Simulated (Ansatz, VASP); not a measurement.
# Si4Sn: VASP beside Ansatz

```xyz
5
Lattice="3.5159 0.0000 0.0000 0.0000 3.5159 0.0000 0.0000 0.0000 9.2725" Properties=species:S:1:pos:R:3 pbc="T T T"
Si    0.0000    0.0000    6.4287
Si    0.0000    0.0000    2.8438
Si    0.0000    1.7580    4.6354
Si    1.7580    0.0000    4.6371
Sn    0.0000    0.0000    0.0000
```

Alike in both runs: functional PBE; k mesh 5 × 5 × 3; occupations gaussian, width 0.2 eV; no spin polarisation.

Ansatz relaxed the structure, and its values are those at the end. VASP's run is a single point on that final structure, the one shown.

```csv
,VASP,Ansatz
version,VASP 6.6.1,Ansatz 0.2.0
potentials or method,"VASP PAW PBE potentials, release 64 (Si, Sn_d), cutoff 520 eV","scalar-relativistic, plane waves, PAW"
valence electrons in the cell,30,30
```

```tsv
	VASP	Ansatz	Ansatz less VASP
gap on the k mesh at the Fermi level (eV)	none	none	-
pressure (GPa)	-0.1	-0.1	+0.05
rms of the force components (eV/Å)	0.004	0.001	-0.0031
```

A gap of «none» marks a metal or a gap that the smearing closes.
